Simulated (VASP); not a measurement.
# AlNi (Pm-3m) in VASP: further runs, part 2 of 2

VASP 6.6.1.

**3. Single point, BLYP, collinear spin, ferromagnetic start**

This run uses another cell than the first one, of 12.47 Å³/atom, 1.030 times its volume.

Contents of INCAR:

```
SYSTEM = AlNi
PREC     = Accurate       ! precision mode
ENCUT    = 600            ! plane-wave cutoff, eV
EDIFF    = 1E-6           ! SCF threshold, eV
ISMEAR   = -1             ! smearing method
SIGMA    = 0.05           ! smearing width, eV
LREAL    = .FALSE.        ! projectors in reciprocal space
LASPH    = .TRUE.         ! aspherical terms in the spheres
NELM     = 200            ! most SCF steps
ALGO     = Normal         ! electronic algorithm
ISIF     = 2              ! what is computed and relaxed
LWAVE    = .FALSE.        ! write WAVECAR
LCHARG   = .TRUE.         ! write CHGCAR
ISPIN    = 2              ! spin polarisation
MAGMOM   = 1 0            ! initial moments
LORBIT   = 11             ! projections on sites
LMAXMIX  = 4              ! l up to which the mixer works
GGA      = B5             ! functional
ALDAX    = 1.0          
AGGAX    = 1.0          
AGGAC    = 1.0          
ALDAC    = 0.0          
LELF     = .TRUE.         ! ELF
LVHAR    = .TRUE.       
NBANDS   = 18             ! bands
GGA_COMPAT= .FALSE.
```

Contents of KPOINTS:

```
Automatic mesh
0
G
  9 9 9
  0 0 0
```

Contents of POSCAR:

```
AlNi
1.0
    2.9213229537      0.0000000000      0.0000000000
    0.0000000000      2.9213229537      0.0000000000
    0.0000000000      0.0000000000      2.9213229537
Ni Al
1 1
Direct
    0.5000000000      0.5000000000      0.5000000000
    0.0000000000      0.0000000000      0.0000000000
```

Potentials or basis: VASP PAW PBE potentials, release 64 (Ni, Al).

Started as:

```sh
$ cat potpaw_PBE.64/Ni/POTCAR potpaw_PBE.64/Al/POTCAR > POTCAR
$ mpirun -np 1 vasp_std > vasp.out
```

OUTCAR:

```text
SYSTEM = AlNi
   PREC = Accurate
   ENCUT = 600
   EDIFF = 1E-6
   ISMEAR = -1
   LREAL = .FALSE.
   LASPH = .TRUE.
   NELM = 200
   ISIF = 2
   ISPIN = 2
   LORBIT = 11
   GGA = B5

 ion  position               nearest neighbor table
   1  0.500  0.500  0.500-   2 2.53   2 2.53   2 2.53   2 2.53   2 2.53   2 2.53   2 2.53   2 2.53

   2  0.000  0.000  0.000-   1 2.53   1 2.53   1 2.53   1 2.53   1 2.53   1 2.53   1 2.53   1 2.53

  LATTYP: Found a simple cubic cell.
 ALAT       =     2.9213229537

  Lattice vectors:

 A1 = (   2.9213229537,   0.0000000000,   0.0000000000)
 A2 = (   0.0000000000,   2.9213229537,   0.0000000000)
 A3 = (   0.0000000000,   0.0000000000,   2.9213229537)

Analysis of symmetry for initial positions (statically):
=====================================================================
 Subroutine PRICEL returns:
 Original cell was already a primitive cell.

 Routine SETGRP: Setting up the symmetry group for a
 simple cubic supercell.

 Subroutine GETGRP returns: Found 48 space group operations
 (whereof 48 operations were pure point group operations)
 out of a pool of 48 trial point group operations.

The static configuration has the point symmetry O_h .

Analysis of symmetry for dynamics (positions and initial velocities):
=====================================================================
 Subroutine PRICEL returns:
 Original cell was already a primitive cell.

 Routine SETGRP: Setting up the symmetry group for a
 simple cubic supercell.

 Subroutine GETGRP returns: Found 48 space group operations
 (whereof 48 operations were pure point group operations)
 out of a pool of 48 trial point group operations.

The dynamic configuration has the point symmetry O_h .

Analysis of structural, dynamic, and magnetic symmetry:
=====================================================================
 Subroutine PRICEL returns:
 Original cell was already a primitive cell.

 Routine SETGRP: Setting up the symmetry group for a
 simple cubic supercell.

 Subroutine GETGRP returns: Found 48 space group operations
 (whereof 48 operations were pure point group operations)
 out of a pool of 48 trial point group operations.

The overall configuration has the point symmetry O_h .

 Subroutine INISYM returns: Found 48 space group operations
 (whereof 48 operations are pure point group operations),
 and found     1 'primitive' translations

----------------------------------------------------------------------------------------

                                     Primitive cell

  volume of cell :      24.9309

  direct lattice vectors                    reciprocal lattice vectors
     2.921322954  0.000000000  0.000000000     0.342310664  0.000000000  0.000000000
     0.000000000  2.921322954  0.000000000     0.000000000  0.342310664  0.000000000
     0.000000000  0.000000000  2.921322954     0.000000000  0.000000000  0.342310664

  length of vectors
     2.921322954  2.921322954  2.921322954     0.342310664  0.342310664  0.342310664

  position of ions in fractional coordinates (direct lattice)
     0.500000000  0.500000000  0.500000000
     0.000000000  0.000000000  0.000000000

  ion indices of the primitive-cell ions
   primitive index   ion index
                 1           1
                 2           2

----------------------------------------------------------------------------------------

 KPOINTS: Automatic mesh

Automatic generation of k-mesh.
[... 59 lines left out ...]
   ICHARG =      2    charge: 1-file 2-atom 10-const
   ISPIN  =      2    spin polarized calculation?
   LNONCOLLINEAR =      F non collinear calculations
   LSORBIT =      F    spin-orbit coupling
   LASPH  =      T    aspherical Exc in radial PAW
   ENCUT  =  600.0 eV  44.10 Ry    6.64 a.u.   5.83  5.83  5.83*2*pi/ulx,y,z
   NELM   =    200;   NELMIN=  2; NELMDL= -5     # of ELM steps
   EDIFF  = 0.1E-05   stopping-criterion for ELM
   LREAL  =      F    real-space projection
   EDIFFG = 0.1E-04   stopping-criterion for IOM
   NSW    =      0    number of steps for IOM
   IBRION =     -1    ionic relax: 0-MD 1-quasi-New 2-CG
   NFREE  =      0    steps in history (QN), initial steepest desc. (CG)
   ISIF   =      2    stress and relaxation
   ISYM   =      2    0-nonsym 1-usesym 2-fastsym
   POTIM  = 0.5000    time-step for ionic-motion
   TEBEG  =    0.0;   TEEND  =   0.0 temperature during run
   PSTRESS=    0.0 pullay stress
   NELECT =      13.0000    total number of electrons
   NUPDOWN=      -1.0000    fix difference up-down
   EMIN   =  10.00;   EMAX   =-10.00  energy-range for DOS
   EFERMI =   0.00;   METHOD = LEGACY
   ISMEAR =    -1;   SIGMA  =   0.05  broadening in eV -4-tet -1-fermi 0-gaus
   EFERMI_NEDOS =   21; number of points for ismear=-14 and -15
   IALGO  =     38    algorithm
   IMIX   =      4    mixing-type and parameters
     AMIX     =   0.40;   BMIX     =  1.00
     AMIX_MAG =   1.60;   BMIX_MAG =  1.00
  volume/ion in A,a.u.               =      12.47        84.12
  Fermi-wavevector in a.u.,A,eV,Ry     =   1.317679  2.490053 23.623505  1.736279
  Thomas-Fermi vector in A             =   2.447703
   LORBIT       =     11    0 simple, 1 ext, 2 COOP (PROOUT), +10 PAW based schemes
   GGA     = B5    functional components
   LHFCALC =     F    Hartree Fock is set to
   AEXX    =    0.0000 exact exchange contribution
   IVDW    =     0    specifies the selected vdW correction
   LEPSILON=     F    determine dielectric tensor
   LRPA    =     F    only Hartree local field effects (RPA)
 spin polarized calculation
  energy-cutoff  :      600.00
  volume of cell :       24.93
 maximum number of plane-waves:       855
 NGX is ok and might be reduce to    24
   NGX = 11   NGY = 11   NGZ = 11

 number of electron      13.0000002 magnetization       0.0022320

 number of electron      13.0000002 magnetization      -0.0000435

 Free energy of the ion-electron system (eV)
  ---------------------------------------------------
  ext. energy  EPLUGINS =         0.00000000
  ---------------------------------------------------
  free energy    TOTEN  =        -8.59770847 eV

  energy without entropy =       -8.59030200  energy(sigma->0) =       -8.59400524

 E-fermi :   9.9582     XC(G=0): -11.3052

 val. band max:        9.9296159587   @ k =   0.3333   0.3333   0.0000
 cond. band min:       9.9879433882   @ k =   0.3333   0.1111   0.1111
 fundamental gap:      0.0583274294
 Fermi energy:         9.9582359733

 spin component 1

 k-point     1 :       0.0000    0.0000    0.0000
  band No.  band energies     occupation
      1      -0.7966      1.00000
      2       6.9304      1.00000
      3       6.9304      1.00000
      4       8.4576      1.00000
      5       8.4576      1.00000
      6       8.4576      1.00000
[... 493 lines left out ...]
     17      32.0354      0.00000
     18      35.6994      0.00000

 [... further k-points ...]

 spin component 2

 k-point     1 :       0.0000    0.0000    0.0000
  band No.  band energies     occupation
      1      -0.7966      1.00000
      2       6.9304      1.00000
      3       6.9304      1.00000
      4       8.4576      1.00000
      5       8.4576      1.00000
      6       8.4576      1.00000
[... 493 lines left out ...]
     17      32.0354      0.00000
     18      35.6888      0.00000

 [... further k-points ...]
[... 5 lines left out ...]
  --------------------------------------------------------------------------------------
  -------------------------------------------------------------------------------------
  Total        0.0400061      0.0400061      0.0400061     -0.0000000     -0.0000000     -0.0000000
  in kB        2.5709768      2.5709768      2.5709768     -0.0000000     -0.0000000     -0.0000000
  external PRESSURE =       2.5709768 kB  Pullay stress =       0.0000000 kB

 VOLUME and BASIS-vectors are now :
 -----------------------------------------------------------------------------
  energy-cutoff  :      600.00
  volume of cell :       24.93
      direct lattice vectors                 reciprocal lattice vectors
     2.921322954  0.000000000  0.000000000     0.342310664  0.000000000  0.000000000
     0.000000000  2.921322954  0.000000000     0.000000000  0.342310664  0.000000000
     0.000000000  0.000000000  2.921322954     0.000000000  0.000000000  0.342310664

 POSITION                                       TOTAL-FORCE (eV/Angst)
 -----------------------------------------------------------------------------------
      1.46066      1.46066      1.46066         0.000000      0.000000      0.000000
      0.00000      0.00000      0.00000         0.000000      0.000000      0.000000
 -----------------------------------------------------------------------------------
    total drift:                                0.000000      0.000000     -0.000000

  FREE ENERGIE OF THE ION-ELECTRON SYSTEM (eV)
  ---------------------------------------------------
  free  energy   TOTEN  =        -8.5977084693 eV

  energy  without entropy=       -8.5903020029  energy(sigma->0) =       -8.59400524

 total charge

# of ion       s       p       d       tot
------------------------------------------
    1        0.468   0.480   8.503   9.451
    2        0.380   0.394   0.000   0.774
--------------------------------------------------
tot          0.848   0.874   8.503  10.225

 magnetization (x)

# of ion       s       p       d       tot
------------------------------------------
    1        0.000   0.000  -0.000  -0.000
    2        0.000   0.000   0.000   0.000
--------------------------------------------------
tot          0.000   0.000  -0.000  -0.000
```

Run time: 60 s. Hardware: 1 thread of Intel Xeon 8259CL, shared host; peak memory 0.17 GiB.

Results:

- Free energy: -8.5977 eV
- Pressure: 0.3 GPa
- Net moment: 0.00 μB per cell
- Valence electrons inside the program's atomic spheres: Ni 9.45; Al 0.77

Caveat: the PAW data sets were made with another functional, which shifts forces and pressure a little.
